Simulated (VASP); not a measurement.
# Au (Fm-3m) in VASP: further runs

Au is run at these levels: LDA; tasks: single point, relaxation of cell and atoms.

All numbers are computed with VASP 6.6.1; they aren't measurements. Logs are shortened: lines on timing, memory, paths and dates and some standing lists are left out, and cuts for length are marked.

## 1. The cell of the first run

It takes space group Fm-3m (No. 225, cubic). The conventional cell has a = 4.047 Å, b = 4.047 Å, c = 4.047 Å, α = 90.00°, β = 90.00°, γ = 90.00°. Au (site symmetry m-3m) has 12 Au at 2.86 Å within 3.8 Å.

## 2. Single point, LDA

Input file INCAR:

```
PREC     = Accurate       # precision mode
ENCUT    = 500            # plane-wave cutoff, eV
EDIFF    = 1E-6           # SCF threshold, eV
ISMEAR   = -1             # smearing method
SIGMA    = 0.05           # smearing width, eV
LREAL    = F              # projectors in reciprocal space
LASPH    = T              # aspherical terms in the spheres
NELM     = 120            # most SCF steps
ALGO     = Normal         # electronic algorithm
ISIF     = 2              # what is computed and relaxed
LWAVE    = F              # write WAVECAR
LCHARG   = F              # write CHGCAR
GGA      = CA             # functional
NBANDS   = 12             # bands
GGA_COMPAT= F
```

Input file KPOINTS:

```
regular mesh
0
Gamma
  9 9 9
```

Input file POSCAR:

```
Au
1.0
    0.0000000000      2.0235979873      2.0235979873
    2.0235979873      0.0000000000      2.0235979873
    2.0235979873      2.0235979873      0.0000000000
Au
1
Direct
    0.0000000000      0.0000000000      0.0000000000
```

Potentials or basis: VASP PAW LDA potentials, release 64 (Au).

Command:

```
cat potpaw_LDA.64/Au/POTCAR > POTCAR
mpirun -np 1 vasp_std > vasp.out
```

OUTCAR:

```text
PREC = Accurate
   ENCUT = 500
   EDIFF = 1E-6
   ISMEAR = -1
   LREAL = F
   LASPH = T
   NELM = 120
   ISIF = 2
   GGA = CA

 ion  position               nearest neighbor table
   1  0.000  0.000  0.000-

  LATTYP: Found a face centered cubic cell.
 ALAT       =     4.0471959746

  Lattice vectors:

 A1 = (   0.0000000000,   2.0235979873,   2.0235979873)
 A2 = (   2.0235979873,   0.0000000000,   2.0235979873)
 A3 = (   2.0235979873,   2.0235979873,   0.0000000000)

Analysis of symmetry for initial positions (statically):
=====================================================================
 Subroutine PRICEL returns:
 Original cell was already a primitive cell.

 Routine SETGRP: Setting up the symmetry group for a
 face centered cubic supercell.

 Subroutine GETGRP returns: Found 48 space group operations
 (whereof 48 operations were pure point group operations)
 out of a pool of 48 trial point group operations.

The static configuration has the point symmetry O_h .

Analysis of symmetry for dynamics (positions and initial velocities):
=====================================================================
 Subroutine PRICEL returns:
 Original cell was already a primitive cell.

 Routine SETGRP: Setting up the symmetry group for a
 face centered cubic supercell.

 Subroutine GETGRP returns: Found 48 space group operations
 (whereof 48 operations were pure point group operations)
 out of a pool of 48 trial point group operations.

The dynamic configuration has the point symmetry O_h .

 Subroutine INISYM returns: Found 48 space group operations
 (whereof 48 operations are pure point group operations),
 and found     1 'primitive' translations

----------------------------------------------------------------------------------------

                                     Primitive cell

  volume of cell :      16.5731

  direct lattice vectors                    reciprocal lattice vectors
     0.000000000  2.023597987  2.023597987    -0.247084650  0.247084650  0.247084650
     2.023597987  0.000000000  2.023597987     0.247084650 -0.247084650  0.247084650
     2.023597987  2.023597987  0.000000000     0.247084650  0.247084650 -0.247084650

  length of vectors
     2.861799718  2.861799718  2.861799718     0.427963167  0.427963167  0.427963167

  position of ions in fractional coordinates (direct lattice)
     0.000000000  0.000000000  0.000000000

  ion indices of the primitive-cell ions
   primitive index   ion index
                 1           1

----------------------------------------------------------------------------------------

 KPOINTS: regular mesh

Automatic generation of k-mesh.
 Grid dimensions read from file:
 generate k-points for:    9    9    9

 Generating k-lattice:

  Cartesian coordinates                     Fractional coordinates (reciprocal lattice)
    -0.027453850  0.027453850  0.027453850     0.111111111  0.000000000  0.000000000
     0.027453850 -0.027453850  0.027453850     0.000000000  0.111111111  0.000000000
     0.027453850  0.027453850 -0.027453850     0.000000000  0.000000000  0.111111111

  Length of vectors
     0.047551463  0.047551463  0.047551463

  Shift w.r.t. Gamma in fractional coordinates (k-lattice)
     0.000000000  0.000000000  0.000000000

 Subroutine IBZKPT returns following result:
 ===========================================

 Found     35 irreducible k-points:

 Following reciprocal coordinates:
            Coordinates               Weight
  0.000000  0.000000  0.000000      1.000000
  0.111111  0.000000  0.000000      8.000000
  0.222222  0.000000  0.000000      8.000000
  0.333333  0.000000  0.000000      8.000000
  0.444444  0.000000  0.000000      8.000000
  0.111111  0.111111  0.000000      6.000000
[... 16 lines left out ...]
 -0.333333  0.333333  0.000000     12.000000
  0.444444  0.444444  0.000000      6.000000
 [... further k-points ...]
   k-points           NKPTS =     35   k-points in BZ     NKDIM =     35   number of bands    NBANDS=     12
   number of dos      NEDOS =    301   number of ions     NIONS =      1
   total plane-waves  NPLWV =  13824
   dimension x,y,z NGX =    24 NGY =   24 NGZ =   24
   dimension x,y,z NGXF=    48 NGYF=   48 NGZF=   48
   ions per type =               1
   NGX,Y,Z   is equivalent  to a cutoff of  13.94, 13.94, 13.94 a.u.
   NGXF,Y,Z  is equivalent  to a cutoff of  27.88, 27.88, 27.88 a.u.
 SYSTEM =  unknown system
   PREC   = accura    normal or accurate (medium, high low for compatibility)
   ISTART =      0    job   : 0-new  1-cont  2-samecut
   ICHARG =      2    charge: 1-file 2-atom 10-const
   ISPIN  =      1    spin polarized calculation?
   LNONCOLLINEAR =      F non collinear calculations
   LSORBIT =      F    spin-orbit coupling
   LASPH  =      T    aspherical Exc in radial PAW
   ENCUT  =  500.0 eV  36.75 Ry    6.06 a.u.   5.22  5.22  5.22*2*pi/ulx,y,z
   NELM   =    120;   NELMIN=  2; NELMDL= -5     # of ELM steps
   EDIFF  = 0.1E-05   stopping-criterion for ELM
   LREAL  =      F    real-space projection
   EDIFFG = 0.1E-04   stopping-criterion for IOM
   NSW    =      0    number of steps for IOM
   IBRION =     -1    ionic relax: 0-MD 1-quasi-New 2-CG
   NFREE  =      0    steps in history (QN), initial steepest desc. (CG)
   ISIF   =      2    stress and relaxation
   ISYM   =      2    0-nonsym 1-usesym 2-fastsym
   POTIM  = 0.5000    time-step for ionic-motion
   TEBEG  =    0.0;   TEEND  =   0.0 temperature during run
   PSTRESS=    0.0 pullay stress
   NELECT =      11.0000    total number of electrons
   NUPDOWN=      -1.0000    fix difference up-down
   EMIN   =  10.00;   EMAX   =-10.00  energy-range for DOS
   EFERMI =   0.00;   METHOD = LEGACY
   ISMEAR =    -1;   SIGMA  =   0.05  broadening in eV -4-tet -1-fermi 0-gaus
   EFERMI_NEDOS =   21; number of points for ismear=-14 and -15
   IALGO  =     38    algorithm
   IMIX   =      4    mixing-type and parameters
     AMIX     =   0.40;   BMIX     =  1.00
     AMIX_MAG =   1.60;   BMIX_MAG =  1.00
  volume/ion in A,a.u.               =      16.57       111.84
  Fermi-wavevector in a.u.,A,eV,Ry     =   1.428033  2.698591 27.746054  2.039277
  Thomas-Fermi vector in A             =   2.548138
   LORBIT       =      0    0 simple, 1 ext, 2 COOP (PROOUT), +10 PAW based schemes
   GGA     = CA    functional components
   LHFCALC =     F    Hartree Fock is set to
   AEXX    =    0.0000 exact exchange contribution
   IVDW    =     0    specifies the selected vdW correction
   LEPSILON=     F    determine dielectric tensor
   LRPA    =     F    only Hartree local field effects (RPA)
 non-spin polarized calculation
  energy-cutoff  :      500.00
  volume of cell :       16.57
 maximum number of plane-waves:       432
 NGX is ok and might be reduce to    24
   NGX = 11   NGY = 11   NGZ = 11

 number of electron      10.9999999 magnetization

 Free energy of the ion-electron system (eV)
  ---------------------------------------------------
  ext. energy  EPLUGINS =         0.00000000
  ---------------------------------------------------
  free energy    TOTEN  =        -4.47022573 eV

  energy without entropy =       -4.46969562  energy(sigma->0) =       -4.46996067

 E-fermi :   9.6747     XC(G=0): -13.1439

 val. band max:        9.3569270791   @ k =   0.4444   0.3333   0.0000
 cond. band min:       9.7272012643   @ k =   0.4444   0.4444   0.0000
 fundamental gap:      0.3702741852
 Fermi energy:         9.6746604659

 k-point     1 :       0.0000    0.0000    0.0000
  band No.  band energies     occupation
      1      -0.4483      2.00000
      2       4.9061      2.00000
      3       4.9061      2.00000
      4       4.9061      2.00000
      5       6.5208      2.00000
      6       6.5208      2.00000
      7      24.2102      0.00000
      8      28.3221      0.00000
      9      28.3221      0.00000
     10      28.3221      0.00000
     11      33.4413      0.00000
     12      38.3413      0.00000

 k-point     2 :       0.1111    0.0000    0.0000
  band No.  band energies     occupation
      1      -0.0140      2.00000
      2       4.7712      2.00000
      3       5.0485      2.00000
      4       5.0485      2.00000
      5       6.4639      2.00000
      6       6.4639      2.00000
      7      24.6849      0.00000
      8      26.1575      0.00000
      9      28.8583      0.00000
     10      28.8583      0.00000
     11      33.8804      0.00000
     12      36.2342      0.00000

 k-point     3 :       0.2222    0.0000    0.0000
  band No.  band energies     occupation
      1       1.0963      2.00000
      2       4.6668      2.00000
      3       5.2145      2.00000
      4       5.2145      2.00000
      5       6.5760      2.00000
      6       6.5760      2.00000
      7      22.1544      0.00000
      8      25.4678      0.00000
      9      29.9392      0.00000
     10      29.9392      0.00000
     11      31.6241      0.00000
     12      33.3132      0.00000
[... 286 lines left out ...]
 k-point    23 :      -0.3333    0.3333    0.0000
  band No.  band energies     occupation
      1       3.3546      2.00000
      2       4.2025      2.00000
      3       5.1037      2.00000
      4       6.3924      2.00000
      5       7.3099      2.00000
      6      12.2185      0.00000
      7      16.3113      0.00000
      8      17.0688      0.00000
      9      24.2211      0.00000
     10      26.9411      0.00000
     11      35.1268      0.00000
     12      35.6095      0.00000

 k-point    24 :       0.4444    0.4444    0.0000
  band No.  band energies     occupation
      1       2.4604      2.00000
      2       2.7942      2.00000
      3       7.7081      2.00000
      4       7.9783      2.00000
      5       7.9783      2.00000
      6       9.7272      0.51814
      7      16.9105      0.00000
      8      20.0777      0.00000
      9      20.0777      0.00000
     10      27.1964      0.00000
     11      29.8655      0.00000
     12      37.4782      0.00000

 [... further k-points ...]
[... 5 lines left out ...]
  --------------------------------------------------------------------------------------
  -------------------------------------------------------------------------------------
  Total        0.0544273      0.0544273      0.0544273      0.0000000      0.0000000     -0.0000000
  in kB        5.2616839      5.2616839      5.2616839      0.0000000      0.0000000     -0.0000000
  external PRESSURE =       5.2616839 kB  Pullay stress =       0.0000000 kB

 VOLUME and BASIS-vectors are now :
 -----------------------------------------------------------------------------
  energy-cutoff  :      500.00
  volume of cell :       16.57
      direct lattice vectors                 reciprocal lattice vectors
     0.000000000  2.023597987  2.023597987    -0.247084650  0.247084650  0.247084650
     2.023597987  0.000000000  2.023597987     0.247084650 -0.247084650  0.247084650
     2.023597987  2.023597987  0.000000000     0.247084650  0.247084650 -0.247084650

 POSITION                                       TOTAL-FORCE (eV/Angst)
 -----------------------------------------------------------------------------------
      0.00000      0.00000      0.00000        -0.000000     -0.000000     -0.000000
 -----------------------------------------------------------------------------------
    total drift:                               -0.000000     -0.000000     -0.000000

  FREE ENERGIE OF THE ION-ELECTRON SYSTEM (eV)
  ---------------------------------------------------
  free  energy   TOTEN  =        -4.4702257287 eV

  energy  without entropy=       -4.4696956209  energy(sigma->0) =       -4.46996067
```

Wall time 9 s (1 thread of AMD EPYC 7R43 (Zen 3), shared host); peak memory 0.1 GiB.

Results:

| Quantity | Value |
| --- | --- |
| Free energy | -4.4702 eV |
| Pressure | 0.5 GPa |
| Band gap on the k mesh | zero (an odd number of electrons rules out a gap without spin polarisation) |

Caveat: spin-orbit coupling is left out, which moves the levels of the heavy elements.

## 3. Relaxation of cell and atoms, LDA

This run uses another cell than the first one, of 16.85 Å³/atom.

Input file INCAR:

```
SYSTEM = Au
PREC = Accurate
ENCUT = 500
EDIFF = 1E-7
ISMEAR = -1
SIGMA = 0.05
LREAL = .False.
LASPH = .True.
NELM = 120
ALGO = Normal
ISIF = 3
LWAVE = .False.
LCHARG = .False.
IBRION = 2
NSW = 80
EDIFFG = -0.02
GGA_COMPAT = .False.
NELMIN = 4
```

Input file KPOINTS:

```
Automatic mesh
0
Gamma
  9 9 9
  0 0 0
```

Input file POSCAR:

```
Au
1.0
    0.0000000000      2.0350000000      2.0350000000
    2.0350000000      0.0000000000      2.0350000000
    2.0350000000      2.0350000000      0.0000000000
Au
1
Direct
    0.0000000000      0.0000000000      0.0000000000
```

Potentials or basis: VASP PAW LDA potentials, release 64 (Au).

Command:

```
cat potpaw_LDA.64/Au/POTCAR > POTCAR
mpirun -np 1 vasp_std > vasp.out
```

Run time: 16 s. Hardware: 1 thread of AMD EPYC 7R43 (Zen 3), shared host; peak memory 0.11 GiB.

It converged, with:

```yaml
Free_energy: -4.4705 eV
Relaxed_volume: 16.62 Å³/atom
Relaxed_cell: a = 2.864 Å, b = 2.864 Å, c = 2.864 Å, α = 60.00°, β = 60.00°, γ = 60.00°
Space_group_after_relaxing_to_0.1_Å: Fm-3m (No. 225)
Energy_gained_by_relaxing: 2.0 meV/atom
Ionic_steps: 3
Pressure_after_relaxing: 0.0 GPa
Band_gap_on_the_k_mesh: zero (an odd number of electrons rules out a gap without spin polarisation)
```

The path:
```tsv
step	energy change (eV)	largest force (eV/Å)	pressure (GPa)	volume (Å³)
1	0.0000	0.0000	-2.66	16.85
2	0.0053	0.0000	5.55	16.18
3	-0.0020	0.0000	-0.03	16.62
```

Final structure:
```
CELL_PARAMETERS angstrom
0.00000 2.02544 2.02544
2.02544 0.00000 2.02544
2.02544 2.02544 0.00000
ATOMIC_POSITIONS crystal
Au 0.00000 0.00000 0.00000
```

Levels at points of the mesh, in eV from the Fermi level:
```
           k point  band 4  band 5  band 6  band 7  band 8  band 9
(0.00, 0.00, 0.00)   -4.76   -3.15   -3.15   14.53   18.63   18.63
```

Caveat: spin-orbit coupling is left out, which moves the levels of the heavy elements. LDA usually gives volumes a few per cent too small.
